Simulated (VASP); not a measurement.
# KNd2Sb3 (P-6m2) in VASP: notebook

KNd2Sb3 is run at these levels: PBE; tasks: relaxation of shape and atoms at fixed volume.

All numbers are computed with VASP 6.6.1; they aren't measurements. Logs are shortened: lines on timing, memory, paths and dates and some standing lists are left out, and cuts for length are marked.

## Step 1: The cell of the first run

It takes space group P-6m2 (No. 187, hexagonal). Conventional cell: a = 4.702 Å, b = 4.702 Å, c = 10.409 Å, α = 90.00°, β = 90.00°, γ = 120.00°. Within 4.5 Å of K (site symmetry -6m2) lie 6 Sb at 3.40 Å and 6 Nd at 4.36 Å. Nd (site symmetry 3m) has 6 Sb at 3.04 to 3.26 Å and 1 Nd at 3.59 Å within 4.0 Å. Within 4.2 Å of Sb (site symmetry -6m2) lie 2 Sb at 3.16 Å and 6 Nd at 3.26 Å. Within 4.1 Å of Sb (site symmetry 3m) lie 3 Nd at 3.04 Å and 2 Sb at 3.16 to 4.09 Å and 3 K at 3.40 Å.

## Step 2: Relaxation of shape and atoms at fixed volume, PBE (33.22 Å³/atom)

Contents of INCAR:

```
SYSTEM = KNd2Sb3
PREC     = Accurate       ! precision mode
ENCUT    = 500            ! plane-wave cutoff, eV
EDIFF    = 1E-7           ! SCF threshold, eV
ISMEAR   = 0              ! smearing method
SIGMA    = 0.02           ! smearing width, eV
LREAL    = .False.        ! projectors in reciprocal space
LASPH    = .True.         ! aspherical terms in the spheres
NELM     = 200            ! most SCF steps
ALGO     = Normal         ! electronic algorithm
ISIF     = 4              ! what is computed and relaxed
LWAVE    = .False.        ! write WAVECAR
LCHARG   = .False.        ! write CHGCAR
GGA      = PE             ! functional
IBRION   = 2              ! ionic algorithm
NSW      = 50             ! ionic steps
EDIFFG   = -0.01          ! ionic threshold
GGA_COMPAT= .False.      
NELMIN   = 4            
LMAXMIX  = 6              ! l up to which the mixer works
```

Contents of KPOINTS:

```
regular mesh
0
Gamma
  6 6 4
  0 0 0
```

Contents of POSCAR:

```
KNd2Sb3
1.0
    4.7019215626      0.0000000000      0.0000000000
   -2.3509607813      4.0719835198      0.0000000000
    0.0000000000      0.0000000000     10.4091126010
K Nd Sb
1 2 3
Direct
    0.6666666667      0.3333333333      0.0000000000
    0.3333333333      0.6666666667      0.3274137545
    0.3333333333      0.6666666667      0.6725862455
    0.0000000000      0.0000000000      0.5000000000
    0.0000000000      0.0000000000      0.8036145061
    0.0000000000      0.0000000000      0.1963854939
```

Potentials or basis: VASP PAW PBE potentials, release 64 (K_sv, Nd_3, Sb), 4f in core.

Command:

```
$ cat potpaw_PBE.64/K_sv/POTCAR potpaw_PBE.64/Nd_3/POTCAR potpaw_PBE.64/Sb/POTCAR > POTCAR
$ mpirun -np 1 vasp_std > vasp.out
```

OUTCAR:

```text
SYSTEM = KNd2Sb3
   PREC = Accurate
   ENCUT = 500
   EDIFF = 1E-7
   ISMEAR = 0
   LREAL = .False.
   LASPH = .True.
   NELM = 200
   ISIF = 4
   GGA = PE
   IBRION = 2
   NSW = 50
   EDIFFG = -0.01
   NELMIN = 4

 ion  position               nearest neighbor table
   1  0.667  0.333  0.000-   5 3.40   6 3.40   5 3.40   6 3.40   5 3.40   6 3.40
   2  0.333  0.667  0.327-   6 3.04   6 3.04   6 3.04   4 3.26   4 3.26   4 3.26   3 3.59
   3  0.333  0.667  0.673-   5 3.04   5 3.04   5 3.04   4 3.26   4 3.26   4 3.26   2 3.59
   4  0.000  0.000  0.500-   5 3.16   6 3.16   2 3.26   3 3.26   2 3.26   3 3.26   2 3.26   3 3.26

   5  0.000  0.000  0.804-   3 3.04   3 3.04   3 3.04   4 3.16   1 3.40   1 3.40   1 3.40
   6  0.000  0.000  0.196-   2 3.04   2 3.04   2 3.04   4 3.16   1 3.40   1 3.40   1 3.40

  LATTYP: Found a hexagonal cell.
 ALAT       =     4.7019215626
 C/A-ratio  =     2.2137997120

  Lattice vectors:

 A1 = (   4.7019215626,   0.0000000000,   0.0000000000)
 A2 = (  -2.3509607813,   4.0719835198,   0.0000000000)
 A3 = (   0.0000000000,   0.0000000000,  10.4091126010)

Analysis of symmetry for initial positions (statically):
=====================================================================
 Subroutine PRICEL returns:
 Original cell was already a primitive cell.

 Routine SETGRP: Setting up the symmetry group for a
 hexagonal supercell.

 Subroutine GETGRP returns: Found 12 space group operations
 (whereof 12 operations were pure point group operations)
 out of a pool of 24 trial point group operations.

The static configuration has the point symmetry D_3h.

Analysis of symmetry for dynamics (positions and initial velocities):
=====================================================================
 Subroutine PRICEL returns:
 Original cell was already a primitive cell.

 Routine SETGRP: Setting up the symmetry group for a
 hexagonal supercell.

 Subroutine GETGRP returns: Found 12 space group operations
 (whereof 12 operations were pure point group operations)
 out of a pool of 24 trial point group operations.

The dynamic configuration has the point symmetry D_3h.

 Subroutine INISYM returns: Found 12 space group operations
 (whereof 12 operations are pure point group operations),
 and found     1 'primitive' translations

----------------------------------------------------------------------------------------

                                     Primitive cell

  volume of cell :     199.2944

  direct lattice vectors                    reciprocal lattice vectors
     4.701921563  0.000000000  0.000000000     0.212679005  0.122790281  0.000000000
    -2.350960781  4.071983520  0.000000000     0.000000000  0.245580562  0.000000000
     0.000000000  0.000000000 10.409112601     0.000000000  0.000000000  0.096069669

  length of vectors
     4.701921563  4.701921563 10.409112601     0.245580562  0.245580562  0.096069669

  position of ions in fractional coordinates (direct lattice)
     0.666666667  0.333333333  0.000000000
     0.333333333  0.666666667  0.327413755
     0.333333333  0.666666667  0.672586245
     0.000000000  0.000000000  0.500000000
     0.000000000  0.000000000  0.803614506
     0.000000000  0.000000000  0.196385494

  ion indices of the primitive-cell ions
   primitive index   ion index
                 1           1
                 2           2
                 3           3
                 4           4
                 5           5
                 6           6

----------------------------------------------------------------------------------------

 KPOINTS: regular mesh

Automatic generation of k-mesh.
 Grid dimensions read from file:
 generate k-points for:    6    6    4

 Generating k-lattice:

  Cartesian coordinates                     Fractional coordinates (reciprocal lattice)
     0.035446501  0.020465047  0.000000000     0.166666667  0.000000000  0.000000000
     0.000000000  0.040930094  0.000000000     0.000000000  0.166666667  0.000000000
     0.000000000  0.000000000  0.024017417     0.000000000  0.000000000  0.250000000

  Length of vectors
     0.040930094  0.040930094  0.024017417

  Shift w.r.t. Gamma in fractional coordinates (k-lattice)
     0.000000000  0.000000000  0.000000000

 Subroutine IBZKPT returns following result:
 ===========================================

 Found     21 irreducible k-points:

 Following reciprocal coordinates:
            Coordinates               Weight
  0.000000  0.000000  0.000000      1.000000
  0.166667 -0.000000  0.000000      6.000000
  0.333333  0.000000  0.000000      6.000000
  0.500000  0.000000  0.000000      3.000000
  0.166667  0.166667  0.000000      6.000000
  0.333333  0.166667  0.000000     12.000000
[... 13 lines left out ...]
  0.333333  0.166667  0.500000     12.000000
  0.333333  0.333333  0.500000      2.000000
   k-points           NKPTS =     21   k-points in BZ     NKDIM =     21   number of bands    NBANDS=     27
   number of dos      NEDOS =    301   number of ions     NIONS =      6
   total plane-waves  NPLWV = 103680
   dimension x,y,z NGX =    36 NGY =   36 NGZ =   80
   dimension x,y,z NGXF=    72 NGYF=   72 NGZF=  160
   ions per type =               1   2   3
   NGX,Y,Z   is equivalent  to a cutoff of  12.73, 12.73, 12.78 a.u.
   NGXF,Y,Z  is equivalent  to a cutoff of  25.46, 25.46, 25.55 a.u.
 SYSTEM =  KNd2Sb3
   PREC   = accura    normal or accurate (medium, high low for compatibility)
   ISTART =      0    job   : 0-new  1-cont  2-samecut
   ICHARG =      2    charge: 1-file 2-atom 10-const
   ISPIN  =      1    spin polarized calculation?
   LNONCOLLINEAR =      F non collinear calculations
   LSORBIT =      F    spin-orbit coupling
   LASPH  =      T    aspherical Exc in radial PAW
   ENCUT  =  500.0 eV  36.75 Ry    6.06 a.u.   8.57  8.57 18.98*2*pi/ulx,y,z
   NELM   =    200;   NELMIN=  4; NELMDL= -5     # of ELM steps
   EDIFF  = 0.1E-06   stopping-criterion for ELM
   LREAL  =      F    real-space projection
   EDIFFG = -.1E-01   stopping-criterion for IOM
   NSW    =     50    number of steps for IOM
   IBRION =      2    ionic relax: 0-MD 1-quasi-New 2-CG
   NFREE  =      1    steps in history (QN), initial steepest desc. (CG)
   ISIF   =      4    stress and relaxation
   ISYM   =      2    0-nonsym 1-usesym 2-fastsym
   POTIM  = 0.5000    time-step for ionic-motion
   TEBEG  =    0.0;   TEEND  =   0.0 temperature during run
   PSTRESS=    0.0 pullay stress
   NELECT =      46.0000    total number of electrons
   NUPDOWN=      -1.0000    fix difference up-down
   EMIN   =  10.00;   EMAX   =-10.00  energy-range for DOS
   EFERMI =   0.00;   METHOD = LEGACY
   ISMEAR =     0;   SIGMA  =   0.02  broadening in eV -4-tet -1-fermi 0-gaus
   EFERMI_NEDOS =   21; number of points for ismear=-14 and -15
   IALGO  =     38    algorithm
   IMIX   =      4    mixing-type and parameters
     AMIX     =   0.40;   BMIX     =  1.00
     AMIX_MAG =   1.60;   BMIX_MAG =  1.00
  volume/ion in A,a.u.               =      33.22       224.15
  Fermi-wavevector in a.u.,A,eV,Ry     =   1.004220  1.897702 13.720915  1.008459
  Thomas-Fermi vector in A             =   2.136822
   LORBIT       =      0    0 simple, 1 ext, 2 COOP (PROOUT), +10 PAW based schemes
   GGA     = PE    functional components
   LHFCALC =     F    Hartree Fock is set to
   AEXX    =    0.0000 exact exchange contribution
   IVDW    =     0    specifies the selected vdW correction
   LEPSILON=     F    determine dielectric tensor
   LRPA    =     F    only Hartree local field effects (RPA)
 conjugate gradient relaxation of ions
 non-spin polarized calculation
 Gauss-broadening in eV      SIGMA  =   0.02
  energy-cutoff  :      500.00
  volume of cell :      199.29
 maximum number of plane-waves:      5108
 NGX is ok and might be reduce to    36
   NGX = 17   NGY = 17   NGZ = 37

--------------------------------------- Ionic step        1  -------------------------------------------

 number of electron      46.0000001 magnetization

 Free energy of the ion-electron system (eV)
  ---------------------------------------------------
  ext. energy  EPLUGINS =         0.00000000
  ---------------------------------------------------
  free energy    TOTEN  =       -27.21225974 eV

  energy without entropy =      -27.21225974  energy(sigma->0) =      -27.21225974

------------------------ aborting loop because EDIFF is reached ----------------------------------------

  FORCE on cell =-STRESS in cart. coord.  units (eV):
  Direction    XX          YY          ZZ          XY          YZ          ZX
  --------------------------------------------------------------------------------------
  -------------------------------------------------------------------------------------
  Total        6.4018897      6.4018897      6.2368605     -0.0000000      0.0000000      0.0000000
  in kB       51.4663857     51.4663857     50.1396750     -0.0000000      0.0000000      0.0000000
  external PRESSURE =      51.0241488 kB  Pullay stress =       0.0000000 kB
[... 185 lines left out ...]
  energy  without entropy=      -27.2243496814  energy(sigma->0) =      -27.22434968

--------------------------------------- Ionic step        6  -------------------------------------------

 number of electron      46.0000003 magnetization

 Free energy of the ion-electron system (eV)
  ---------------------------------------------------
  ext. energy  EPLUGINS =         0.00000000
  ---------------------------------------------------
  free energy    TOTEN  =       -27.22466262 eV

  energy without entropy =      -27.22466262  energy(sigma->0) =      -27.22466262

 E-fermi :   4.3574     XC(G=0):  -9.0109

 val. band max:        4.1887347447   @ k =   0.3333   0.3333   0.5000
 cond. band min:       4.5116736211   @ k =   0.5000   0.0000   0.0000
 fundamental gap:      0.3229388764
 Fermi energy:         4.3573711959

 k-point     1 :       0.0000    0.0000    0.0000
  band No.  band energies     occupation
      1     -33.8390      2.00000
      2     -33.8126      2.00000
      3     -25.9122      2.00000
      4     -15.1928      2.00000
      5     -15.0108      2.00000
      6     -15.0108      2.00000
[... 652 lines left out ...]
  FREE ENERGIE OF THE ION-ELECTRON SYSTEM (eV)
  ---------------------------------------------------
  free  energy   TOTEN  =       -27.2246626230 eV

  energy  without entropy=      -27.2246626230  energy(sigma->0) =      -27.22466262

 reached required accuracy - stopping structural energy minimisation
```

Run time: 4.1 min. Hardware: 1 thread of Intel Xeon Platinum 8488C (Sapphire Rapids), shared host; peak memory 0.39 GiB.

What came out:

| Property | Result |
| --- | --- |
| Free energy | -27.2247 eV |
| Energy gained by relaxing | 2.1 meV/atom |
| Ionic steps | 6 |
| Pressure after relaxing | 4.6 GPa |
| Largest force after relaxing | 0.003 eV/Å |
| Band gap on the k mesh | 0.32 eV (least direct gap 0.59 eV) |

Forces on the atoms (eV/Å):
```
K    0.000  0.000  0.000
Nd   0.000  0.000 -0.003
Nd   0.000  0.000  0.003
Sb   0.000  0.000  0.000
Sb   0.000  0.000 -0.001
Sb   0.000  0.000  0.001
```

Step by step:
```csv
step,energy change (eV),largest force (eV/Å),pressure (GPa),volume (Å³)
1,0.0000,0.2309,5.10,199.29
2,-0.0045,0.1597,4.99,199.29
3,-0.0080,0.1584,4.74,199.29
4,-0.0106,0.0996,4.68,199.29
5,-0.0121,0.0270,4.58,199.29
6,-0.0124,0.0033,4.59,199.29
```

Final structure:
```yaml
crystal:
  lattice:
    - [4.72135, 0.00000, 0.00000]
    - [-2.36068, 4.08881, 0.00000]
    - [0.00000, 0.00000, 10.32362]
  atoms:
    - { symbol: K, position: [0.66667, 0.33333, 0.00000] }
    - { symbol: Nd, position: [0.33333, 0.66667, 0.32557] }
    - { symbol: Nd, position: [0.33333, 0.66667, 0.67443] }
    - { symbol: Sb, position: [0.00000, 0.00000, 0.50000] }
    - { symbol: Sb, position: [0.00000, 0.00000, 0.80896] }
    - { symbol: Sb, position: [0.00000, 0.00000, 0.19104] }
```

Caveat: spin-orbit coupling is left out, which moves the levels of the heavy elements; the 4f electrons are frozen in the core, so they carry no moment and show no levels.

## Step 3: Relaxation of shape and atoms at fixed volume, PBE (34.35 Å³/atom)

This run uses another cell than the first one, of 34.35 Å³/atom.

Contents of INCAR:

```
PREC = Accurate ; ENCUT = 500
EDIFF = 1E-7 ; ISMEAR = 0
SIGMA = 0.02 ; LREAL = F
LASPH = T ; NELM = 200
ALGO = Normal ; ISIF = 4
LWAVE = F ; LCHARG = F
GGA = PE ; IBRION = 2
NSW = 50 ; EDIFFG = -0.01
GGA_COMPAT = F ; NELMIN = 4
LMAXMIX = 6
```

Contents of KPOINTS:

```
regular mesh
0
Gamma
  6 6 4
```

Contents of POSCAR:

```
KNd2Sb3
1.0
    4.7393475829      0.0000000000      0.0000000000
   -2.3696737915      4.1043954042      0.0000000000
    0.0000000000      0.0000000000     10.5946365976
K Nd Sb
1 2 3
Direct
    0.6666666667      0.3333333333      0.0000000000
    0.3333333333      0.6666666667      0.3289515426
    0.3333333333      0.6666666667      0.6710484574
    0.0000000000      0.0000000000      0.5000000000
    0.0000000000      0.0000000000      0.7991554930
    0.0000000000      0.0000000000      0.2008445070
```

Potentials or basis: VASP PAW PBE potentials, release 64 (K_sv, Nd_3, Sb), 4f in core.

Command:

```
$ cat potpaw_PBE.64/K_sv/POTCAR potpaw_PBE.64/Nd_3/POTCAR potpaw_PBE.64/Sb/POTCAR > POTCAR
$ mpirun -np 1 vasp_std > vasp.out
```

Run time: 5.2 min. Hardware: 1 thread of Intel Xeon Platinum 8488C (Sapphire Rapids), shared host; peak memory 0.39 GiB.

It converged, with:

| Quantity | Value |
| --- | --- |
| Free energy | -27.3884 eV |
| Energy gained by relaxing | 2.0 meV/atom |
| Ionic steps | 6 |
| Pressure after relaxing | 3.2 GPa |
| Band gap on the k mesh | 0.47 eV (least direct gap 0.74 eV) |

Forces in eV/Å, atoms in the order of the input:
```
K    0.000  0.000  0.000
Nd   0.000  0.000  0.000
Nd   0.000  0.000  0.000
Sb   0.000  0.000  0.000
Sb   0.000  0.000  0.003
Sb   0.000  0.000 -0.003
```

Step by step:
| step | energy change (eV) | largest force (eV/Å) | pressure (GPa) | volume (Å³) |
| --- | --- | --- | --- | --- |
| 1 | 0.0000 | 0.2241 | 3.65 | 206.09 |
| 2 | -0.0043 | 0.1572 | 3.54 | 206.09 |
| 3 | -0.0077 | 0.1417 | 3.33 | 206.09 |
| 4 | -0.0100 | 0.0895 | 3.28 | 206.09 |
| 5 | -0.0118 | 0.0068 | 3.18 | 206.09 |
| 6 | -0.0121 | 0.0028 | 3.16 | 206.09 |

Final structure:
```cif
data_structure
_symmetry_space_group_name_H-M 'P 1'
_symmetry_Int_Tables_number 1
_cell_length_a 4.7590
_cell_length_b 4.7590
_cell_length_c 10.5074
_cell_angle_alpha 90.000
_cell_angle_beta 90.000
_cell_angle_gamma 120.000
_cell_volume 206.09
loop_
_atom_site_label
_atom_site_type_symbol
_atom_site_fract_x
_atom_site_fract_y
_atom_site_fract_z
_atom_site_occupancy
K1 K 0.66667 0.33333 0.00000 1
Nd1 Nd 0.33333 0.66667 0.32704 1
Nd2 Nd 0.33333 0.66667 0.67296 1
Sb1 Sb 0.00000 0.00000 0.50000 1
Sb2 Sb 0.00000 0.00000 0.80439 1
Sb3 Sb 0.00000 0.00000 0.19561 1
```

Levels at points of the mesh, in eV from the valence-band top:
```
           k point  band 20  band 21  band 22  band 23  band 24  band 25  band 26  band 27
(0.00, 0.00, 0.00)    -1.15    -1.15    -0.71    -0.71     1.16     1.98     1.98     2.60
(0.50, 0.00, 0.00)    -1.65    -1.29    -0.93    -0.93     0.47     1.37     2.19     2.28
(0.00, 0.00, 0.50)    -1.24    -0.98    -0.61    -0.61     1.11     1.79     1.84     1.84
(0.50, 0.00, 0.50)    -1.31    -0.94    -0.92    -0.45     0.76     1.19     1.21     2.24
```

Caveat: spin-orbit coupling is left out, which moves the levels of the heavy elements; the 4f electrons are frozen in the core, so they carry no moment and show no levels.
